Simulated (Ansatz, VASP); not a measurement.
## SnO2 in VASP and in Ansatz

```xyz
6
Lattice="1.6186 -2.8035 0.0000 1.6186 0.9345 4.2918 -4.8559 -2.8035 0.0000" Properties=species:S:1:pos:R:3 pbc="T T T"
Sn    1.6812   -1.0554    1.9700
Sn   -1.6812   -0.8136    2.3218
O    -1.7284   -2.7924    3.2019
O     1.7284   -2.8147    3.0710
O    -0.1097   -1.8579    1.2208
O    -1.5089   -4.6837    1.0899
```

Change from the starting cell: mode 4 frozen in at -0.176 Å and mode 5 at -0.136 Å (largest displacements).

Alike in both runs: task single point; functional PBE; dispersion D3(BJ); k mesh 8 × 6 × 6; occupations gaussian, width 0.05 eV; no spin polarisation.

|  | VASP | Ansatz |
| --- | --- | --- |
| version | VASP 6.6.1 | Ansatz 0.2.0 |
| potentials or method | VASP PAW PBE potentials, release 64 (Sn_d, O), cutoff 520 eV | scalar-relativistic, plane waves, PAW |
| valence electrons in the cell | 52 | 52 |

```tsv
	VASP	Ansatz	Ansatz less VASP
gap on the k mesh at the Fermi level (eV)	1.22	1.25	+0.031
least direct gap on the mesh (eV)	1.25	1.28	+0.028
pressure (GPa)	-0.1	-0.7	-0.66
traceless stress, the component that is largest in VASP (GPa)	-0.87	-0.44	+0.436
rms of the force components (eV/Å)	0.528	0.520	-0.0076
```

Atom by atom the forces differ by 0.030 eV/Å (rms over components).
